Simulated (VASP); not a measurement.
Set up this calculation in VASP 6.6.1, as the native input.

| Property | Result |
| --- | --- |
| Task | single point |
| Functional | PBE |
| Potentials or basis | VASP PAW PBE potentials, release 64 (W_sv, F) |
| Cutoff | 600 eV |
| k mesh | 4 × 4 × 4 |
| Occupations | gaussian, width 0.1 eV |
| Spin | no spin polarisation |
| Dipole correction | no |
| Further INCAR settings | ALGO = Normal; EDIFF = 1e-06; NBANDS = 26 |

The structure of WF3 lies in POSCAR:

```
WF3
1.0
    3.8552265100      0.0000000000      0.0000000000
    0.0000000000      3.8552265100      0.0000000000
    0.0000000000      0.0000000000      3.8552265100
W F
1 3
Direct
    0.5000000000      0.5000000000      0.5000000000
    0.5000000000      0.0000000000      0.0000000000
    0.0000000000      0.5000000000      0.0000000000
    0.0000000000      0.0000000000      0.5000000000
```

One way to write it, as run:

INCAR

```
SYSTEM = WF3
PREC     = Accurate       ! precision mode
ENCUT    = 600            ! plane-wave cutoff, eV
EDIFF    = 1E-6           ! SCF threshold, eV
ISMEAR   = 0              ! smearing method
SIGMA    = 0.1            ! smearing width, eV
LREAL    = .FALSE.        ! projectors in reciprocal space
LASPH    = .TRUE.         ! aspherical terms in the spheres
NELM     = 120            ! most SCF steps
ALGO     = Normal         ! electronic algorithm
ISIF     = 2              ! what is computed and relaxed
LWAVE    = .FALSE.        ! write WAVECAR
LCHARG   = .FALSE.        ! write CHGCAR
GGA      = PE             ! functional
NBANDS   = 26             ! bands
GGA_COMPAT= .FALSE.
```

KPOINTS

```
Automatic mesh
0
G
  4 4 4
  0 0 0
```

Potentials or basis: VASP PAW PBE potentials, release 64 (W_sv, F).

The run is started by

```sh
$ cat potpaw_PBE.64/W_sv/POTCAR potpaw_PBE.64/F/POTCAR > POTCAR
$ mpirun -np 1 vasp_std > vasp.out
```

Results of the run:

```yaml
Pressure: -29.1 GPa
```

Caveat: the k points lie up to 0.41 Å⁻¹ apart; an odd number of electrons without spin polarisation forces a metal; a magnetic or distorted state may lie lower.

It took 6.6 s on 1 thread of Intel(R) Xeon(R) 6975P-C (Granite Rapids), on a shared host, peak memory 0.18 GiB.
